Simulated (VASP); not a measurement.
## PtSe2 (Sudovikovite): relaxation of cell and atoms with PBE+D3(BJ)

Crystal: PtSe2 (Sudovikovite).

```
CELL_PARAMETERS angstrom
3.77146 0.00000 0.00000
-1.88573 3.26618 0.00000
0.00000 0.00000 4.82331
ATOMIC_POSITIONS crystal
Pt 0.00000 0.00000 0.00000
Se 0.33333 0.66667 0.26546
Se 0.66667 0.33333 0.73454
```

```
Program                : VASP 6.6.1
Task                   : relaxation of cell and atoms
Functional             : PBE
Dispersion             : D3(BJ)
Potentials or basis    : VASP PAW PBE potentials, release 64 (Pt, Se)
Cutoff                 : 600 eV
k mesh                 : 15 × 15 × 10
Occupations            : fermi-dirac, width 0.15 eV
Spin                   : no spin polarisation
Dipole correction      : no
Further INCAR settings : ALGO = Normal; EDIFF = 1e-07; IBRION = 2; EDIFFG = -0.001; NSW = 80; ISIF = 3
```

```json
{
 "Relaxed volume": "19.79 Å³/atom",
 "Relaxed cell": "a = 3.772 Å, b = 3.772 Å, c = 4.818 Å, α = 90.00°, β = 90.00°, γ = 120.00°",
 "Space group after relaxing (to 0.05 Å)": "P-3m1 (No. 164)",
 "Energy gained by relaxing": "0.0 meV/atom",
 "Ionic steps": "18",
 "Pressure after relaxing": "0.0 GPa",
 "Band gap on the k mesh": "zero (band 11 reaches 7.50 eV, above the bottom of band 12 at 6.61 eV)",
 "Dispersion energy per atom": "-0.490 eV"
}
```

Final structure:
```xyz
3
Lattice="3.7720 0.0000 0.0000 -1.8860 3.2667 0.0000 0.0000 0.0000 4.8179" Properties=species:S:1:pos:R:3 pbc="T T T"
Pt    0.0000    0.0000    0.0000
Se    0.0000    2.1778    1.2814
Se    1.8860    1.0889    3.5366
```

Levels at points of the mesh, in eV from the Fermi level:
```
           k point  band 9  band 10  band 11  band 12  band 13  band 14
(0.00, 0.00, 0.00)   -0.93    -0.93     0.85     1.13     1.13     3.43
(0.00, 0.00, 0.50)   -1.65    -1.65    -1.63     2.40     2.40     5.07
```

Run time: 14 min on 1 thread of Intel(R) Xeon(R) 6975P-C (Granite Rapids) (shared host), peak memory 0.43 GiB.

Caveat: spin-orbit coupling is left out, which moves the levels of the heavy elements; pairwise dispersion overbinds metals, which lowers pressure and volume.
